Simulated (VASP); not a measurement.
Here is a VASP 6.6.1 calculation.

Contents of POSCAR:

```
TePb
1.0
    0.0000000000      3.2678368466      3.2678368466
    3.2678368466      0.0000000000      3.2678368466
    3.2678368466      3.2678368466      0.0000000000
Pb Te
1 1
Direct
    0.0000000000      0.0000000000      0.0000000000
    0.5000000000      0.5000000000      0.5000000000
```

INCAR.step1

```
SYSTEM = TePb
ALGO = Normal
EDIFF = 1E-8
ENCUT = 500
GGA = PE
ISMEAR = 0
LASPH = .TRUE.
LCHARG = .FALSE.
LREAL = .FALSE.
LWAVE = .TRUE.
NELM = 100
PREC = Accurate
SIGMA = 0.01
```

INCAR.step2

```
SYSTEM = TePb
ALGO = Exact
EDIFF = 1E-8
ENCUT = 500
GGA = PE
ISMEAR = 0
ISTART = 1
LASPH = .TRUE.
LCHARG = .FALSE.
LOPTICS = .TRUE.
LREAL = .FALSE.
LWAVE = .TRUE.
NBANDS = 124
NELM = 1
PREC = Accurate
SIGMA = 0.01
```

The input INCAR.step3:

```
SYSTEM = TePb
ALGO = EVGW0
EDIFF = 1E-8
ENCUT = 500
ENCUTGW = 80.0
GGA = PE
ISMEAR = 0
ISTART = 1
LASPH = .TRUE.
LCHARG = .FALSE.
LREAL = .FALSE.
LWAVE = .FALSE.
NBANDS = 124
NBANDSGW = 19
NELMGW = 1
NOMEGA = 96
OMEGAMAX = 30
PREC = Accurate
PRECFOCK = Fast
SIGMA = 0.01
```

The input KPOINTS:

```
k-points
0
G
  4 4 4
  0 0 0
```

Potentials or basis: VASP PAW PBE potentials, release 64 (Pb_d_GW, Te_GW).

Run with:

```bash
$ cat potpaw_PBE.64/Pb_d_GW/POTCAR potpaw_PBE.64/Te_GW/POTCAR > POTCAR
$ cp INCAR.step1 INCAR
$ mpirun -np 1 vasp_std > vasp.out
$ cp INCAR.step2 INCAR
$ mpirun -np 1 vasp_std > vasp.out
$ cp INCAR.step3 INCAR
$ mpirun -np 1 vasp_std > vasp.out
```

Q: What does it give for the quasiparticle gap?

A: 1.08 eV.

Q: Estimate the least direct quasiparticle gap.

A: 1.08 eV.

Q: Estimate the band gap of the starting levels on the mesh.

A: 0.80 eV.

Q: What does it give for the least direct gap of the starting levels on the mesh?

A: 0.80 eV.

Caveat: the k points lie up to 0.42 Å⁻¹ apart; bands, screening cutoff and mesh are small and nothing is extrapolated, so the quasiparticle values aren't converged; the structure was generated, so it needn't be the stable form of TePb; spin-orbit coupling is left out, which moves the levels of the heavy elements.
